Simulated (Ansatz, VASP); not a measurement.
**O: VASP beside Ansatz**

```
O
1.0
     0.00000    1.91475    3.95014
     1.52154    0.00000    3.95014
     1.52154    1.91475    0.00000
O
2
Direct
  0.57890 0.57890 0.42110
  0.42110 0.42110 0.57890
```

Change from the starting cell: volume scaled by 1.04.

Alike in both runs: task single point; functional PBE; k mesh 12 × 12 × 12; occupations fermi-dirac, width 0.05 eV; no spin polarisation.

```csv
,VASP,Ansatz
version,VASP 6.6.1,Ansatz 0.2.0
potentials or method,"VASP PAW PBE potentials, release 64 (O), cutoff 520 eV","all-electron LAPW, scalar-relativistic"
```

```csv
,VASP,Ansatz,Ansatz less VASP
gap on the k mesh at the Fermi level (eV),none,none,-
pressure (GPa),-3.5,-5.9,-2.45
"traceless stress, the component that is largest in VASP (GPa)",-5.39,-10.89,-5.506
rms of the force components (eV/Å),0.683,1.241,+0.5583
```

Atom by atom the forces differ by 0.558 eV/Å (rms over components). A gap of «none» marks a metal or a gap that the smearing closes. Ansatz ran all-electron here, and VASP with PAW potentials.

Noted on VASP's run: the standard files for N, O and F lose accuracy on very short bonds; spin is off for a triplet molecule. Noted on Ansatz's run: spin is off for a triplet molecule.
